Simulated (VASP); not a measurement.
# MgS (Pm-3m) in VASP: single point with PBE

Aim: the single point of MgS with PBE.

Program: VASP 6.6.1. These are calculated values, not measurements. Logs are shortened: lines on timing, memory, paths and dates and some standing lists are left out, and cuts for length are marked.

**1. The cell of the first run**

The structure is cubic, space group Pm-3m (No. 221). Conventional cell: a = 3.278 Å, b = 3.278 Å, c = 3.278 Å, α = 90.00°, β = 90.00°, γ = 90.00°. Mg (site symmetry m-3m) has 8 S at 2.84 Å and 6 Mg at 3.28 Å within 3.7 Å. Within 3.7 Å of S (site symmetry m-3m) lie 8 Mg at 2.84 Å and 6 S at 3.28 Å.

**2. Single point, PBE**

Contents of INCAR:

```
SYSTEM = MgS
PREC     = Accurate       ! precision mode
ENCUT    = 520            ! plane-wave cutoff, eV
EDIFF    = 1E-6           ! SCF threshold, eV
ISMEAR   = 0              ! smearing method
SIGMA    = 0.05           ! smearing width, eV
LREAL    = .False.        ! projectors in reciprocal space
LASPH    = .True.         ! aspherical terms in the spheres
NELM     = 80             ! most SCF steps
ALGO     = Normal         ! electronic algorithm
ISIF     = 2              ! what is computed and relaxed
LWAVE    = .False.        ! write WAVECAR
LCHARG   = .False.        ! write CHGCAR
GGA      = PE             ! functional
NBANDS   = 11             ! bands
```

Contents of KPOINTS:

```
Automatic mesh
0
Gamma
  8 8 8
  0 0 0
```

Contents of POSCAR:

```
MgS
1.0
   -1.0926245332      2.1852490663      2.1852490663
    2.1852490663     -1.0926245332      2.1852490663
    2.1852490663      2.1852490663     -1.0926245332
Mg S
1 1
Direct
    0.0000000000      0.0000000000      0.0000000000
    0.5000000000      0.5000000000      0.5000000000
```

Potentials or basis: VASP PAW PBE potentials, release 64 (Mg, S).

On the command line:

```sh
cat potpaw_PBE.64/Mg/POTCAR potpaw_PBE.64/S/POTCAR > POTCAR
mpirun -np 1 vasp_std > vasp.out
```

OUTCAR:

```text
SYSTEM = MgS
   PREC = Accurate
   ENCUT = 520
   EDIFF = 1E-6
   ISMEAR = 0
   LREAL = .False.
   LASPH = .True.
   NELM = 80
   ISIF = 2
   GGA = PE

 ion  position               nearest neighbor table
   1  0.000  0.000  0.000-   2 2.84   2 2.84   2 2.84   2 2.84   2 2.84   2 2.84   2 2.84   2 2.84

   2  0.500  0.500  0.500-   1 2.84   1 2.84   1 2.84   1 2.84   1 2.84   1 2.84   1 2.84   1 2.84

  LATTYP: Found a simple cubic cell.
 ALAT       =     3.2778735995

  Lattice vectors:

 A1 = (  -1.0926245332,   2.1852490663,   2.1852490663)
 A2 = (   2.1852490663,  -1.0926245332,   2.1852490663)
 A3 = (   2.1852490663,   2.1852490663,  -1.0926245332)

Analysis of symmetry for initial positions (statically):
=====================================================================
 Subroutine PRICEL returns:
 Original cell was already a primitive cell.

 Routine SETGRP: Setting up the symmetry group for a
 simple cubic supercell.

 Subroutine GETGRP returns: Found 48 space group operations
 (whereof 48 operations were pure point group operations)
 out of a pool of 48 trial point group operations.

The static configuration has the point symmetry O_h .

Analysis of symmetry for dynamics (positions and initial velocities):
=====================================================================
 Subroutine PRICEL returns:
 Original cell was already a primitive cell.

 Routine SETGRP: Setting up the symmetry group for a
 simple cubic supercell.

 Subroutine GETGRP returns: Found 48 space group operations
 (whereof 48 operations were pure point group operations)
 out of a pool of 48 trial point group operations.

The dynamic configuration has the point symmetry O_h .

 Subroutine INISYM returns: Found 48 space group operations
 (whereof 48 operations are pure point group operations),
 and found     1 'primitive' translations

----------------------------------------------------------------------------------------

                                     Primitive cell

  volume of cell :      35.2190

  direct lattice vectors                    reciprocal lattice vectors
    -1.092624533  2.185249066  2.185249066    -0.101691942  0.203383885  0.203383885
     2.185249066 -1.092624533  2.185249066     0.203383885 -0.101691942  0.203383885
     2.185249066  2.185249066 -1.092624533     0.203383885  0.203383885 -0.101691942

  length of vectors
     3.277873599  3.277873599  3.277873599     0.305075827  0.305075827  0.305075827

  position of ions in fractional coordinates (direct lattice)
     0.000000000  0.000000000  0.000000000
     0.500000000  0.500000000  0.500000000

  ion indices of the primitive-cell ions
   primitive index   ion index
                 1           1
                 2           2

----------------------------------------------------------------------------------------

 KPOINTS: Automatic mesh

Automatic generation of k-mesh.
 Grid dimensions read from file:
 generate k-points for:    8    8    8

 Generating k-lattice:

  Cartesian coordinates                     Fractional coordinates (reciprocal lattice)
    -0.012711493  0.025422986  0.025422986     0.125000000  0.000000000  0.000000000
     0.025422986 -0.012711493  0.025422986     0.000000000  0.125000000  0.000000000
     0.025422986  0.025422986 -0.012711493     0.000000000  0.000000000  0.125000000

  Length of vectors
     0.038134478  0.038134478  0.038134478

  Shift w.r.t. Gamma in fractional coordinates (k-lattice)
     0.000000000  0.000000000  0.000000000

 Subroutine IBZKPT returns following result:
 ===========================================

 Found     35 irreducible k-points:

 Following reciprocal coordinates:
            Coordinates               Weight
  0.000000  0.000000  0.000000      1.000000
  0.125000 -0.000000 -0.000000      6.000000
  0.250000 -0.000000 -0.000000      6.000000
  0.375000 -0.000000 -0.000000      6.000000
  0.500000 -0.000000 -0.000000      3.000000
  0.125000  0.125000 -0.000000     12.000000
[... 16 lines left out ...]
  0.375000  0.375000  0.125000     24.000000
  0.500000  0.375000  0.125000     24.000000
 [... further k-points ...]
   k-points           NKPTS =     35   k-points in BZ     NKDIM =     35   number of bands    NBANDS=     11
   number of dos      NEDOS =    301   number of ions     NIONS =      2
   total plane-waves  NPLWV =  13824
   dimension x,y,z NGX =    24 NGY =   24 NGZ =   24
   dimension x,y,z NGXF=    48 NGYF=   48 NGZF=   48
   ions per type =               1   1
   NGX,Y,Z   is equivalent  to a cutoff of  12.17, 12.17, 12.17 a.u.
   NGXF,Y,Z  is equivalent  to a cutoff of  24.34, 24.34, 24.34 a.u.
 SYSTEM =  MgS
   PREC   = accura    normal or accurate (medium, high low for compatibility)
   ISTART =      0    job   : 0-new  1-cont  2-samecut
   ICHARG =      2    charge: 1-file 2-atom 10-const
   ISPIN  =      1    spin polarized calculation?
   LNONCOLLINEAR =      F non collinear calculations
   LSORBIT =      F    spin-orbit coupling
   LASPH  =      T    aspherical Exc in radial PAW
   ENCUT  =  520.0 eV  38.22 Ry    6.18 a.u.   6.09  6.09  6.09*2*pi/ulx,y,z
   NELM   =     80;   NELMIN=  2; NELMDL= -5     # of ELM steps
   EDIFF  = 0.1E-05   stopping-criterion for ELM
   LREAL  =      F    real-space projection
   EDIFFG = 0.1E-04   stopping-criterion for IOM
   NSW    =      0    number of steps for IOM
   IBRION =     -1    ionic relax: 0-MD 1-quasi-New 2-CG
   NFREE  =      0    steps in history (QN), initial steepest desc. (CG)
   ISIF   =      2    stress and relaxation
   ISYM   =      2    0-nonsym 1-usesym 2-fastsym
   POTIM  = 0.5000    time-step for ionic-motion
   TEBEG  =    0.0;   TEEND  =   0.0 temperature during run
   PSTRESS=    0.0 pullay stress
   NELECT =       8.0000    total number of electrons
   NUPDOWN=      -1.0000    fix difference up-down
   EMIN   =  10.00;   EMAX   =-10.00  energy-range for DOS
   EFERMI =   0.00;   METHOD = LEGACY
   ISMEAR =     0;   SIGMA  =   0.05  broadening in eV -4-tet -1-fermi 0-gaus
   EFERMI_NEDOS =   21; number of points for ismear=-14 and -15
   IALGO  =     38    algorithm
   IMIX   =      4    mixing-type and parameters
     AMIX     =   0.40;   BMIX     =  1.00
     AMIX_MAG =   1.60;   BMIX_MAG =  1.00
  volume/ion in A,a.u.               =      17.61       118.83
  Fermi-wavevector in a.u.,A,eV,Ry     =   0.998878  1.887606 13.575323  0.997758
  Thomas-Fermi vector in A             =   2.131131
   LORBIT       =      0    0 simple, 1 ext, 2 COOP (PROOUT), +10 PAW based schemes
   GGA     = PE    functional components
   LHFCALC =     F    Hartree Fock is set to
   AEXX    =    0.0000 exact exchange contribution
   IVDW    =     0    specifies the selected vdW correction
   LEPSILON=     F    determine dielectric tensor
   LRPA    =     F    only Hartree local field effects (RPA)
 non-spin polarized calculation
 Gauss-broadening in eV      SIGMA  =   0.05
  energy-cutoff  :      520.00
  volume of cell :       35.22
 maximum number of plane-waves:       968
   NGX = 13   NGY = 13   NGZ = 13

 number of electron       7.9999996 magnetization

 Free energy of the ion-electron system (eV)
  ---------------------------------------------------
  ext. energy  EPLUGINS =         0.00000000
  ---------------------------------------------------
  free energy    TOTEN  =        -7.25889987 eV

  energy without entropy =       -7.25823639  energy(sigma->0) =       -7.25856813

 E-fermi :   5.3314     XC(G=0):  -9.7980

 val. band max:        5.3313812899   @ k =   0.5000   0.3750  -0.0000
 cond. band min:       5.4512580769   @ k =   0.5000   0.5000  -0.0000
 fundamental gap:      0.1198767870
 Fermi energy:         5.3313995279

 k-point     1 :       0.0000    0.0000    0.0000
  band No.  band energies     occupation
      1      -8.6129      2.00000
      2       4.0020      2.00000
      3       4.0020      2.00000
      4       4.0020      2.00000
      5       6.0599      0.00000
      6       9.7164      0.00000
      7       9.7164      0.00000
      8      17.6704      0.00000
      9      17.6704      0.00000
     10      17.6704      0.00000
     11      18.5364      0.00000

 k-point     2 :       0.1250   -0.0000   -0.0000
  band No.  band energies     occupation
      1      -8.4798      2.00000
      2       2.6534      2.00000
      3       4.0951      2.00000
      4       4.0951      2.00000
      5       6.8381      0.00000
      6       9.9262      0.00000
      7      10.6615      0.00000
      8      16.1787      0.00000
      9      16.1787      0.00000
     10      17.1020      0.00000
     11      18.7106      0.00000

 k-point     3 :       0.2500   -0.0000   -0.0000
  band No.  band energies     occupation
      1      -8.1196      2.00000
      2       0.7447      2.00000
      3       4.3383      2.00000
      4       4.3383      2.00000
      5       7.7126      0.00000
      6      10.5510      0.00000
      7      12.1742      0.00000
      8      14.4334      0.00000
      9      14.4334      0.00000
     10      16.8381      0.00000
     11      17.4430      0.00000

 k-point     4 :       0.3750   -0.0000   -0.0000
  band No.  band energies     occupation
      1      -7.6798      2.00000
      2      -0.7149      2.00000
      3       4.6149      2.00000
      4       4.6149      2.00000
      5       8.5790      0.00000
      6      11.5612      0.00000
      7      11.9850      0.00000
      8      13.1780      0.00000
      9      13.1780      0.00000
     10      15.2034      0.00000
     11      19.0101      0.00000
[... 239 lines left out ...]
 k-point    22 :       0.5000    0.2500    0.1250
  band No.  band energies     occupation
      1      -6.9347      2.00000
      2      -0.4798      2.00000
      3       2.2502      2.00000
      4       4.2026      2.00000
      5       7.5671      0.00000
      6      10.5109      0.00000
      7      11.4640      0.00000
      8      14.5027      0.00000
      9      15.7471      0.00000
     10      15.9324      0.00000
     11      18.1655      0.00000

 k-point    23 :       0.3750    0.3750    0.1250
  band No.  band energies     occupation
      1      -6.7596      2.00000
      2       0.4864      2.00000
      3       0.8265      2.00000
      4       4.3667      2.00000
      5       6.5063      0.00000
      6      10.9914      0.00000
      7      11.6825      0.00000
      8      13.7145      0.00000
      9      16.2337      0.00000
     10      16.6850      0.00000
     11      17.5296      0.00000

 k-point    24 :       0.5000    0.3750    0.1250
  band No.  band energies     occupation
      1      -6.5816      2.00000
      2       0.1412      2.00000
      3       0.9768      2.00000
      4       4.5288      2.00000
      5       5.8324      0.00000
      6      11.0709      0.00000
      7      11.5697      0.00000
      8      14.0004      0.00000
      9      15.9404      0.00000
     10      16.8983      0.00000
     11      16.9060      0.00000

 [... further k-points ...]
[... 5 lines left out ...]
  --------------------------------------------------------------------------------------
  -------------------------------------------------------------------------------------
  Total       -0.1240065     -0.1240065     -0.1240065      0.0000000      0.0000000      0.0000000
  in kB       -5.6412919     -5.6412919     -5.6412919      0.0000000      0.0000000      0.0000000
  external PRESSURE =      -5.6412919 kB  Pullay stress =       0.0000000 kB

 VOLUME and BASIS-vectors are now :
 -----------------------------------------------------------------------------
  energy-cutoff  :      520.00
  volume of cell :       35.22
      direct lattice vectors                 reciprocal lattice vectors
    -1.092624533  2.185249066  2.185249066    -0.101691942  0.203383885  0.203383885
     2.185249066 -1.092624533  2.185249066     0.203383885 -0.101691942  0.203383885
     2.185249066  2.185249066 -1.092624533     0.203383885  0.203383885 -0.101691942

 POSITION                                       TOTAL-FORCE (eV/Angst)
 -----------------------------------------------------------------------------------
      0.00000      0.00000      0.00000        -0.000000     -0.000000     -0.000000
      1.63894      1.63894      1.63894         0.000000      0.000000      0.000000
 -----------------------------------------------------------------------------------
    total drift:                               -0.000000     -0.000000      0.000000

  FREE ENERGIE OF THE ION-ELECTRON SYSTEM (eV)
  ---------------------------------------------------
  free  energy   TOTEN  =        -7.2588998706 eV

  energy  without entropy=       -7.2582363891  energy(sigma->0) =       -7.25856813
```

It used 5.6 s of CPU time on 1 thread of Intel Xeon 6975P-C, with other jobs on the host.

Results:

- Free energy: -7.2589 eV
- Pressure: -0.6 GPa
- Band gap on the k mesh: zero (band 4 reaches 5.33 eV, above the bottom of band 5 at 5.11 eV)
